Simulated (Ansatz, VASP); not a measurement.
InP in VASP and in Ansatz

```
In P
1.0
     0.00000    2.85500    2.91210
     2.85500    0.00000    2.91210
     2.85500    2.85500    0.00000
In P
1 1
Direct
  0.00000 0.00000 0.00000
  0.50000 0.50000 0.50000
```

Change from the starting cell: zz strain of +2 %.

Alike in both runs: task single point; functional PBEsol; k mesh 11 × 11 × 11; occupations fermi-dirac, width 0.03 eV; no spin polarisation.

|  | VASP | Ansatz |
| --- | --- | --- |
| version | VASP 6.6.1 | Ansatz 0.2.0 |
| potentials or method | VASP PAW PBE potentials, release 64 (In_d, P), cutoff 520 eV | all-electron LAPW, scalar-relativistic |

|  | VASP | Ansatz | Ansatz less VASP |
| --- | --- | --- | --- |
| pressure (GPa) | -8.9 | -8.9 | 0.00 |
| traceless stress, the component that is largest in VASP (GPa) | -0.84 | -0.84 | +0.002 |

VASP's potentials were made for PBE, not for PBEsol. Ansatz ran all-electron here, and VASP with PAW potentials.
